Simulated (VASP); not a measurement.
Ti: single point with r2SCAN

Ti:

```xyz
1
Lattice="-1.6027 1.6027 1.6027 1.6027 -1.6027 1.6027 1.6027 1.6027 -1.6027" Properties=species:S:1:pos:R:3 pbc="T T T"
Ti    0.0000    0.0000    0.0000
```

This cell differs from its parent crystal: volume scaled by 0.92.

```yaml
Program: VASP 6.6.1
Task: single point
Functional: r2SCAN
Potentials_or_basis: VASP PAW PBE potentials, release 64 (Ti_sv)
Cutoff: 520 eV
k_mesh: 15 × 15 × 15
Occupations: fermi-dirac, width 0.05 eV
Spin: collinear spin, ferromagnetic start
Starting_moments: "[1.059] μB"
```

```yaml
Pressure: 5.6 GPa
Net_moment: 0.04 μB per cell
Site_moments: Ti +0.03 μB
Valence_electrons_inside_the_program's_atomic_spheres: Ti 10.29
```

Levels at points of the mesh, in eV from the Fermi level:
Spin up:
```tsv
k point	band 3	band 4	band 5	band 6	band 7	band 8	band 9	band 10
(0.00, 0.00, 0.00)	-33.55	-33.55	-6.47	1.17	1.17	1.17	3.09	3.09
```
Spin down:
```csv
k point,band 4,band 5,band 6,band 7,band 8,band 9
"(0.00, 0.00, 0.00)",-33.52,-6.43,1.22,1.22,1.22,3.10
```

It took 100 s on 1 thread of Intel(R) Xeon(R) 6975P-C (Granite Rapids), with other jobs on the host, peak memory 0.18 GiB.

Caveat: the PAW data sets were made with another functional, which shifts forces and pressure a little.
